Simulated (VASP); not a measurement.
A run of VASP 6.6.1 is set up as follows.

Contents of INCAR:

```
SYSTEM = MnHg
PREC = Accurate
ENCUT = 520
EDIFF = 1E-6
ISMEAR = -1
SIGMA = 0.08
LREAL = .False.
LASPH = .True.
NELM = 150
ALGO = Normal
ISIF = 2
LWAVE = .False.
LCHARG = .False.
ISPIN = 2
MAGMOM = 4 0
LORBIT = 11
LMAXMIX = 4
GGA = PE
NBANDS = 24
```

Contents of KPOINTS:

```
Automatic mesh
0
Gamma
  10 10 10
  0 0 0
```

POSCAR

```
MnHg
1.0
    3.3478239169      0.0000000000      0.0000000000
    0.0000000000      3.3478239169      0.0000000000
    0.0000000000      0.0000000000      3.3478239169
Mn Hg
1 1
Direct
    0.5000000000      0.5000000000      0.5000000000
    0.0000000000      0.0000000000      0.0000000000
```

Potentials or basis: VASP PAW PBE potentials, release 64 (Mn_pv, Hg).

Launch:

```bash
$ cat potpaw_PBE.64/Mn_pv/POTCAR potpaw_PBE.64/Hg/POTCAR > POTCAR
$ mpirun -np 1 vasp_std > vasp.out
```

(1) Predict the net moment.

(2) Predict the site moments.

Answers

(1) 3.96 μB per cell.

(2) Mn +3.87; Hg -0.05 μB.
